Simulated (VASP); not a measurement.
A run of VASP 6.6.1 is set up as follows.

File INCAR:

```
SYSTEM = SiC
PREC = Accurate
ENCUT = 520
EDIFF = 1E-6
ISMEAR = 0
SIGMA = 0.05
LREAL = .FALSE.
LASPH = .TRUE.
NELM = 80
ALGO = Normal
ISIF = 2
LWAVE = .FALSE.
LCHARG = .FALSE.
GGA = PE
NBANDS = 26
```

File KPOINTS:

```
regular mesh
0
G
  12 12 4
  0 0 0
```

File POSCAR:

```
SiC
1.0
    3.3416497952      0.0000000000      0.0000000000
   -1.6708248976      2.8939536132      0.0000000000
    0.0000000000      0.0000000000      9.7241656306
Si C
4 4
Direct
    0.6666666667      0.3333333333      0.9378441878
    0.3333333333      0.6666666667      0.4378441878
    0.0000000000      0.0000000000      0.6878995565
    0.0000000000      0.0000000000      0.1878995565
    0.6666666667      0.3333333333      0.7498074459
    0.3333333333      0.6666666667      0.2498074459
    0.0000000000      0.0000000000      0.5004478098
    0.0000000000      0.0000000000      0.0004478098
```

Potentials or basis: VASP PAW PBE potentials, release 64 (Si, C).

The run is started by

```console
$ cat potpaw_PBE.64/Si/POTCAR potpaw_PBE.64/C/POTCAR > POTCAR
$ mpirun -np 1 vasp_std > vasp.out
```

Predict the band gap on the k mesh.

1.57 eV (least direct gap 2.39 eV).

Estimate the pressure.

-15.9 GPa.

What does it give for the largest force?

1.083 eV/Å.

Forces on the atoms (eV/Å):
```
Si   0.000  0.000  0.959
Si   0.000  0.000  0.959
Si   0.000  0.000  1.059
Si   0.000  0.000  1.059
C    0.000  0.000 -1.083
C    0.000  0.000 -1.083
C    0.000  0.000 -0.934
C    0.000  0.000 -0.934
```

Caveat: the cell differs from its parent crystal (strain +0.080 along x and y, -0.040 along z); the stress differs along the axes, from -33 to 18 GPa; forces of over 1 eV/Å act on the atoms, so gaps and moduli don't describe the material at rest. A k mesh can miss the band edges.
